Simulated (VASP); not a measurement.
Wanted: the native input for a VASP 6.6.1 run.

- Task: relaxation of cell and atoms
- Functional: PBEsol
- Potentials or basis: VASP PAW PBE potentials, release 64 (K_sv)
- Cutoff: 600 eV
- k mesh: 12 × 12 × 6
- Occupations: gaussian, width 0.1 eV
- Spin: no spin polarisation
- Dipole correction: no
- Further INCAR settings: ALGO = Fast; EDIFF = 1e-07; IBRION = 2; EDIFFG = -0.01; NSW = 80; ISIF = 3

The structure of K lies in POSCAR:

```
K
1.0
    4.6667122987      0.0000000000      0.0000000000
   -2.3333561493      4.0414914028      0.0000000000
    0.0000000000      0.0000000000      7.4354793949
K
2
Direct
    0.3333333333      0.6666666667      0.2500000000
    0.6666666667      0.3333333333      0.7500000000
```

This isn't the form of K at room conditions, which is bcc.

The input as run:

INCAR

```
PREC     = Accurate       # precision mode
ENCUT    = 600            # plane-wave cutoff, eV
EDIFF    = 1E-7           # SCF threshold, eV
ISMEAR   = 0              # smearing method
SIGMA    = 0.1            # smearing width, eV
LREAL    = F              # projectors in reciprocal space
LASPH    = T              # aspherical terms in the spheres
NELM     = 60             # most SCF steps
ALGO     = Fast           # electronic algorithm
ISIF     = 3              # what is computed and relaxed
LWAVE    = F              # write WAVECAR
LCHARG   = F              # write CHGCAR
GGA      = PS             # functional
IBRION   = 2              # ionic algorithm
NSW      = 80             # ionic steps
EDIFFG   = -0.01          # ionic threshold
```

KPOINTS

```
regular mesh
0
Gamma
  12 12 6
```

Potentials or basis: VASP PAW PBE potentials, release 64 (K_sv).

The run is started by

```bash
$ cat potpaw_PBE.64/K_sv/POTCAR > POTCAR
$ mpirun -np 1 vasp_std > vasp.out
```

It gave:

- Relaxed volume: 71.24 Å³/atom
- Relaxed cell: a = 4.656 Å, b = 4.656 Å, c = 7.590 Å, α = 90.00°, β = 90.00°, γ = 120.00°
- Space group after relaxing (to 0.1 Å): P6_3/mmc (No. 194)
- Energy gained by relaxing: 0.7 meV/atom
- Ionic steps: 7
- Pressure after relaxing: 0.0 GPa
- Band gap on the k mesh: zero (bands 9 and 10 overlap by 2.68 eV)

Caveat: the PAW data sets were made with another functional, which shifts forces and pressure a little.

It took 9.1 min on 1 thread of Intel(R) Xeon(R) 6975P-C (Granite Rapids), on a shared host, peak memory 0.41 GiB.
